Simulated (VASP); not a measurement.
AlFe: single point with revPBE+D3(BJ)

AlFe:

```
Fe Al
1.0
     2.83134    0.00000    0.00000
     0.00000    2.83134    0.00000
     0.00000    0.00000    2.83134
Fe Al
1 1
Direct
  0.50000 0.50000 0.50000
  0.00000 0.00000 0.00000
```

```
Program                : VASP 6.6.1
Task                   : single point
Functional             : revPBE
Dispersion             : D3(BJ)
Potentials or basis    : VASP PAW PBE potentials, release 64 (Fe, Al)
Cutoff                 : 520 eV
k mesh                 : 9 × 9 × 9
Occupations            : fermi-dirac, width 0.05 eV
Spin                   : collinear spin, ferromagnetic start
Starting moments       : [3.0, 0.0] μB
Dipole correction      : no
Further INCAR settings : ALGO = Normal; EDIFF = 1e-07; NBANDS = 16
```

The pressure is -0.2 GPa. The net moment is 0.60 μB per cell and the site moments are Fe +0.64; Al -0.02 μB. The valence electrons inside the program's atomic spheres are Fe 7.51; Al 0.87. The dispersion energy per atom is -0.803 eV.

Levels at points of the mesh, in eV from the Fermi level:
Spin up:
```
           k point  band 2  band 3  band 4  band 5  band 6  band 7  band 8  band 9  band 10  band 11
(0.00, 0.00, 0.00)   -2.58   -2.58   -0.30   -0.30   -0.30    6.70    6.70    6.70     9.58     9.58
```
Spin down:
```
           k point  band 2  band 3  band 4  band 5  band 6  band 7  band 8  band 9
(0.00, 0.00, 0.00)   -2.30   -2.30    0.47    0.47    0.47    6.73    6.73    6.73
```

Run time: 18 s on 1 thread of Intel(R) Xeon(R) Platinum 8559C (Emerald Rapids), with other jobs on the host, peak memory 0.17 GiB.

Caveat: the PAW data sets were made with another functional, which shifts forces and pressure a little.
